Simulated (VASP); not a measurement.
# ZnS (F-43m) in VASP: settings compared, part 2 of 2

VASP 6.6.1. Earlier steps stand in the parts before.

## 4. Single point, r2SCAN50

POSCAR

```
ZnS
1.0
    0.0000000000      2.7198945612      2.7198945612
    2.7198945612      0.0000000000      2.7198945612
    2.7198945612      2.7198945612      0.0000000000
Zn S
1 1
Direct
    0.7500000000      0.7500000000      0.7500000000
    0.0000000000      0.0000000000      0.0000000000
```

INCAR.step1

```
  ALGO = Normal
  EDIFF = 1E-5
  ENCUT = 520
  GGA = PE
  ISIF = 2
  ISMEAR = -1
  LASPH = True
  LCHARG = False
  LREAL = False
  LWAVE = True
  NBANDS = 16
  NELM = 60
  PREC = Accurate
  SIGMA = 0.05
```

INCAR.step2

```
  AEXX = 0.5
  ALGO = Normal
  EDIFF = 1E-6
  ENCUT = 520
  ISIF = 2
  ISMEAR = -1
  ISTART = 1
  LASPH = True
  LCHARG = False
  LHFCALC = True
  LMIXTAU = True
  LREAL = False
  LWAVE = False
  METAGGA = R2SCAN
  NBANDS = 16
  NELM = 60
  PREC = Accurate
  PRECFOCK = Normal
  SIGMA = 0.05
```

KPOINTS

```
k-points
0
Gamma
  5 5 5
```

Potentials or basis: VASP PAW PBE potentials, release 64 (Zn, S).

Launch:

```console
cat potpaw_PBE.64/Zn/POTCAR potpaw_PBE.64/S/POTCAR > POTCAR
cp INCAR.step1 INCAR
mpirun -np 1 vasp_std > vasp.out
cp INCAR.step2 INCAR
mpirun -np 1 vasp_std > vasp.out
```

OUTCAR:

```text
AEXX = 0.5
   EDIFF = 1E-6
   ENCUT = 520
   ISIF = 2
   ISMEAR = -1
   ISTART = 1
   LASPH = True
   LHFCALC = True
   LREAL = False
   METAGGA = R2SCAN
   NELM = 60
   PREC = Accurate
   PRECFOCK = Normal

 ion  position               nearest neighbor table
   1  0.750  0.750  0.750-   2 2.36   2 2.36   2 2.36   2 2.36
   2  0.000  0.000  0.000-   1 2.36   1 2.36   1 2.36   1 2.36

  LATTYP: Found a face centered cubic cell.
 ALAT       =     5.4397891224

  Lattice vectors:

 A1 = (   0.0000000000,   2.7198945612,   2.7198945612)
 A2 = (   2.7198945612,   0.0000000000,   2.7198945612)
 A3 = (   2.7198945612,   2.7198945612,   0.0000000000)

Analysis of symmetry for initial positions (statically):
=====================================================================
 Subroutine PRICEL returns:
 Original cell was already a primitive cell.

 Routine SETGRP: Setting up the symmetry group for a
 face centered cubic supercell.

 Subroutine GETGRP returns: Found 24 space group operations
 (whereof 24 operations were pure point group operations)
 out of a pool of 48 trial point group operations.

The static configuration has the point symmetry T_d .

Analysis of symmetry for dynamics (positions and initial velocities):
=====================================================================
 Subroutine PRICEL returns:
 Original cell was already a primitive cell.

 Routine SETGRP: Setting up the symmetry group for a
 face centered cubic supercell.

 Subroutine GETGRP returns: Found 24 space group operations
 (whereof 24 operations were pure point group operations)
 out of a pool of 48 trial point group operations.

The dynamic configuration has the point symmetry T_d .

[... 105 lines left out ...]
  Fermi-wavevector in a.u.,A,eV,Ry     =   1.251998  2.365933 21.327115  1.567499
  Thomas-Fermi vector in A             =   2.385919
   LORBIT       =      0    0 simple, 1 ext, 2 COOP (PROOUT), +10 PAW based schemes
   METAGGA = R2SCAN    functional components
   LHFCALC =     T    Hartree Fock is set to
   PRECFOCK=normal    Normal, Fast or Accurate (Low or Medium for compatibility)
   ENCUT4O =  -1.0   cutoff for four orbital integrals eV
   NKREDX  =     1    reduce k-point grid by
   NKREDY  =     1    reduce k-point grid by
   NKREDZ  =     1    reduce k-point grid by
   AEXX    =    0.5000 exact exchange contribution
   HFSCREEN=    0.0000 screening length (either q_TF or 0.3 A-1)
   HFSCREENC=   0.0000 screening length for correlation (either q_TF or 0.3 A-1)
   ENCUTFOCK=  -1.0 apply spherical cutoff to Coloumb kernel
   IVDW    =     0    specifies the selected vdW correction
   LEPSILON=     F    determine dielectric tensor
   LRPA    =     F    only Hartree local field effects (RPA)
 non-spin polarized calculation
  energy-cutoff  :      520.00
  volume of cell :       40.24
 maximum number of plane-waves:      1103
 NGX is ok and might be reduce to    30
  NGX = 24; NGY = 24; NGZ = 24

 number of electron      18.0000009 magnetization

 Free energy of the ion-electron system (eV)
  ---------------------------------------------------
  ext. energy  EPLUGINS =         0.00000000
  ---------------------------------------------------
  free energy    TOTEN  =       -17.46862552 eV

  energy without entropy =      -17.46862552  energy(sigma->0) =      -17.46862552

 E-fermi :   0.6748     XC(G=0):  -5.6908

 val. band max:       -0.3631475825   @ k =   0.0000   0.0000   0.0000
 cond. band min:       5.6265398996   @ k =   0.0000   0.0000   0.0000
 fundamental gap:      5.9896874820
 Fermi energy:         0.6748100932

 k-point     1 :       0.0000    0.0000    0.0000
  band No.  band energies     occupation
      1     -15.9205      2.00000
      2      -9.9777      2.00000
      3      -9.9777      2.00000
      4      -9.9777      2.00000
      5      -9.5843      2.00000
      6      -9.5843      2.00000
[... 167 lines left out ...]
      3      -9.8009      2.00000
      4      -9.6527      2.00000
      5      -9.5703      2.00000
      6      -9.2127      2.00000
[... 8 lines left out ...]
     15      17.6681      0.00000
     16      20.2855      0.00000

------------------------ aborting loop because EDIFF is reached ----------------------------------------

  FORCE on cell =-STRESS in cart. coord.  units (eV):
  Direction    XX          YY          ZZ          XY          YZ          ZX
  --------------------------------------------------------------------------------------
  -------------------------------------------------------------------------------------
  Total       -0.5529245     -0.5529245     -0.5529245      0.0000000     -0.0000000     -0.0000000
  in kB      -22.0135552    -22.0135552    -22.0135552      0.0000000     -0.0000000     -0.0000000
  external PRESSURE =     -22.0135552 kB  Pullay stress =       0.0000000 kB

 VOLUME and BASIS-vectors are now :
 -----------------------------------------------------------------------------
  energy-cutoff  :      520.00
  volume of cell :       40.24
      direct lattice vectors                 reciprocal lattice vectors
     0.000000000  2.719894561  2.719894561    -0.183830655  0.183830655  0.183830655
     2.719894561  0.000000000  2.719894561     0.183830655 -0.183830655  0.183830655
     2.719894561  2.719894561  0.000000000     0.183830655  0.183830655 -0.183830655

 POSITION                                       TOTAL-FORCE (eV/Angst)
 -----------------------------------------------------------------------------------
      4.07984      4.07984      4.07984        -0.000000     -0.000000     -0.000000
      0.00000      0.00000      0.00000         0.000000      0.000000      0.000000
 -----------------------------------------------------------------------------------
    total drift:                                0.000265      0.000155      0.000120

  FREE ENERGIE OF THE ION-ELECTRON SYSTEM (eV)
  ---------------------------------------------------
  free  energy   TOTEN  =       -17.4686255237 eV

  energy  without entropy=      -17.4686255237  energy(sigma->0) =      -17.46862552
```

OUTCAR.step1:

```text
EDIFF = 1E-5
   ENCUT = 520
   GGA = PE
   ISIF = 2
   ISMEAR = -1
[... 394 lines left out ...]
 -----------------------------------------------------------------------------------
      4.07984      4.07984      4.07984        -0.000000     -0.000000     -0.000000
      0.00000      0.00000      0.00000         0.000000      0.000000      0.000000
 -----------------------------------------------------------------------------------
    total drift:                               -0.000000     -0.000000     -0.000000

  FREE ENERGIE OF THE ION-ELECTRON SYSTEM (eV)
  ---------------------------------------------------
  free  energy   TOTEN  =        -6.8413162705 eV

  energy  without entropy=       -6.8413162704  energy(sigma->0) =       -6.84131627
```

Run time: 35 min. Hardware: 1 thread of Oxide Virtual Turin-like, shared host; peak memory 0.16 GiB.

Results:

```
Free energy            : -17.4686 eV
Pressure               : -2.2 GPa
Band gap on the k mesh : 5.99 eV
```

Caveat: the PAW data sets were made with another functional, which shifts forces and pressure a little.

## 5. Single point, r2SCAN50

This run uses another cell than the first one, of 20.52 Å³/atom.

POSCAR

```
ZnS
1.0
    0.0000000000      2.7375567091      2.7375567091
    2.7375567091      0.0000000000      2.7375567091
    2.7375567091      2.7375567091      0.0000000000
Zn S
1 1
Direct
    0.7500000000      0.7500000000      0.7500000000
    0.0000000000      0.0000000000      0.0000000000
```

INCAR.step1

```
SYSTEM = ZnS
PREC     = Accurate       ! precision mode
ENCUT    = 520            ! plane-wave cutoff, eV
EDIFF    = 1E-5           ! SCF threshold, eV
ISMEAR   = -1             ! smearing method
SIGMA    = 0.05           ! smearing width, eV
LREAL    = .FALSE.        ! projectors in reciprocal space
LASPH    = .TRUE.         ! aspherical terms in the spheres
NELM     = 100            ! most SCF steps
ALGO     = Normal         ! electronic algorithm
ISIF     = 2              ! what is computed and relaxed
LWAVE    = .TRUE.         ! write WAVECAR
GGA      = PE             ! functional
NBANDS   = 16             ! bands
```

INCAR.step2

```
SYSTEM = ZnS
PREC     = Accurate       ! precision mode
ENCUT    = 520            ! plane-wave cutoff, eV
EDIFF    = 1E-6           ! SCF threshold, eV
ISMEAR   = -1             ! smearing method
SIGMA    = 0.05           ! smearing width, eV
LREAL    = .FALSE.        ! projectors in reciprocal space
LASPH    = .TRUE.         ! aspherical terms in the spheres
NELM     = 100            ! most SCF steps
ALGO     = Normal         ! electronic algorithm
ISIF     = 2              ! what is computed and relaxed
LWAVE    = .FALSE.        ! write WAVECAR
LCHARG   = .TRUE.         ! write CHGCAR
METAGGA  = R2SCAN         ! meta-GGA
LHFCALC  = .TRUE.         ! exact exchange
AEXX     = 0.5            ! exact-exchange fraction
LMIXTAU  = .TRUE.       
PRECFOCK = Normal       
LELF     = .TRUE.         ! ELF
LVHAR    = .TRUE.       
ISTART   = 1            
NBANDS   = 16             ! bands
```

KPOINTS

```
Automatic mesh
0
G
  5 5 5
  0 0 0
```

Launch:

```console
cat potpaw_PBE.64/Zn/POTCAR potpaw_PBE.64/S/POTCAR > POTCAR
cp INCAR.step1 INCAR
mpirun -np 1 vasp_std > vasp.out
cp INCAR.step2 INCAR
mpirun -np 1 vasp_std > vasp.out
```

It took 35 min on 1 thread of Oxide Virtual Turin-like, shared host; peak memory 0.16 GiB.

Results (log left out):

| Property | Result |
| --- | --- |
| Free energy | -17.4548 eV |
| Pressure | -3.6 GPa |
| Band gap on the k mesh | 5.88 eV |

Levels at points of the mesh, in eV from the valence-band top:
| k point | band 6 | band 7 | band 8 | band 9 | band 10 | band 11 | band 12 | band 13 |
| --- | --- | --- | --- | --- | --- | --- | --- | --- |
| (0.00, 0.00, 0.00) | -9.20 | 0.00 | 0.00 | 0.00 | 5.88 | 10.62 | 10.62 | 10.62 |

Caveat: the cell stands under tension; the PAW data sets were made with another functional, which shifts forces and pressure a little.

## 6. Summary

```tsv
level	cell	share of exact exchange	screening parameter	gap on the mesh (eV)	pressure (GPa)
HSE06	a = 3.847 Å, angles 60.0°, 2 atoms	0.25	0.2079 1/Å	3.23	-0.5
r2SCAN50	a = 3.821 Å, angles 60.0°, 2 atoms	0.5	-	6.10	-0.6
r2SCAN50	a = 3.847 Å, angles 60.0°, 2 atoms	0.5	-	5.99	-2.2
r2SCAN50	a = 3.871 Å, angles 60.0°, 2 atoms	0.5	-	5.88	-3.6
```

Alike in all rows: task single point; potentials or basis VASP PAW PBE potentials, release 64 (Zn, S); no spin polarisation; k mesh 5 × 5 × 5; cutoff (eV) 520; smearing fermi-dirac 0.05 eV.

Caveats: the PAW data sets were made with another functional, which shifts forces and pressure a little; the cell stands under tension (at least some runs).

Absolute energies hang on the potentials; compare differences alone.

## 7. Comparison with measurements

Step 2. Measured gap of ZnS: 3.85 eV (direct; 19 K; quoted in “Electronic, vibrational, and thermodynamic properties of ZnS (zincblende and rocksalt structure)”, 2009, arxiv:0911.5022). This calculation gives 3.23 eV (-0.62 eV). The value is that of HSE06, without temperature or zero-point motion.

Step 3. A measured gap of ZnS is 3.85 eV (direct; 19 K; quoted in “Electronic, vibrational, and thermodynamic properties of ZnS (zincblende and rocksalt structure)”, 2009, arxiv:0911.5022); the calculated 6.10 eV misses it by +2.25 eV. So large a miss can be the level of theory's own, or it may mean another phase, state or a wrong row. The value is that of r2SCAN50, without temperature or zero-point motion.
